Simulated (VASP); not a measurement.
The system is La2NbO5.

```
La Nb O
1.0
    -2.02500    2.02500    7.15000
     2.02500   -2.02500    7.15000
     2.02500    2.02500   -7.15000
La Nb O
2 1 5
Direct
  0.35500 0.35500 0.00000
  0.64500 0.64500 0.00000
  0.00000 0.00000 0.00000
  0.00000 0.50000 0.50000
  0.50000 0.00000 0.50000
  0.15500 0.15500 0.00000
  0.84500 0.84500 0.00000
  0.25000 0.75000 0.50000
```

This cell differs from its parent crystal: with an interstitial atom.

* Program: VASP 6.6.1
* Task: relaxation of cell and atoms
* Functional: PBE
* Potentials or basis: VASP PAW PBE potentials, release 64 (La, Nb_sv, O)
* Cutoff: 600 eV
* k mesh: 4 × 4 × 4
* Occupations: gaussian, width 0.15 eV
* Spin: no spin polarisation

At the start: pressure -9.5 GPa; volume 14.66 Å³/atom.

Question: How do energy, volume and symmetry change on relaxing?

Answer: Over 13 steps the energy falls by 175.6 meV/atom and the volume is 14.08 Å³/atom (-4.0 %); space group I-4m2 (No. 119, to 0.1 Å) before and after.

Step by step:
```
step  energy change (eV)  largest force (eV/Å)  pressure (GPa)  volume (Å³)
   1              0.0000                2.9192           -9.53       117.28
   2             -0.9128                0.7155           15.44       103.01
   3             -1.0320                1.1846            7.04       106.38
   4             -1.0344                1.1328            7.96       105.97
   5             -1.2368                1.9049            3.17       111.50
   6             -1.3049                0.8333            4.11       109.65
   7             -1.3167                0.6845           -5.01       115.24
   8             -1.3655                0.4409           -0.97       112.52
   9             -1.3860                0.2592           -0.34       112.17
  10             -1.3956                0.2160            0.48       111.74
  11             -1.4016                0.1073            0.09       112.29
  12             -1.4020                0.0922           -0.06       112.48
  13             -1.4049                0.0682           -0.18       112.61
```

Final structure:
```xyz
8
Lattice="-2.0321 2.0321 6.8177 2.0321 -2.0321 6.8177 2.0321 2.0321 -6.8177" Properties=species:S:1:pos:R:3 pbc="T T T"
La    0.0000    0.0000    4.6264
La    2.0321    2.0321    2.1913
Nb    0.0000    0.0000    0.0000
O     0.0000    2.0321    6.7397
O     0.0000    2.0321    0.0780
O     0.0000    0.0000    1.9587
O     0.0000    0.0000   11.6767
O     2.0321    0.0000    3.4089
```

Caveat: the k points lie up to 0.40 Å⁻¹ apart in the final cell, too coarse for converged energies and pressures of a metal; the cell differs from its parent crystal (with an interstitial atom); an odd number of electrons without spin polarisation forces a metal; a magnetic or distorted state may lie lower; the relaxation stopped at a loose force limit of 0.08 eV/Å, so its end isn't a converged minimum.
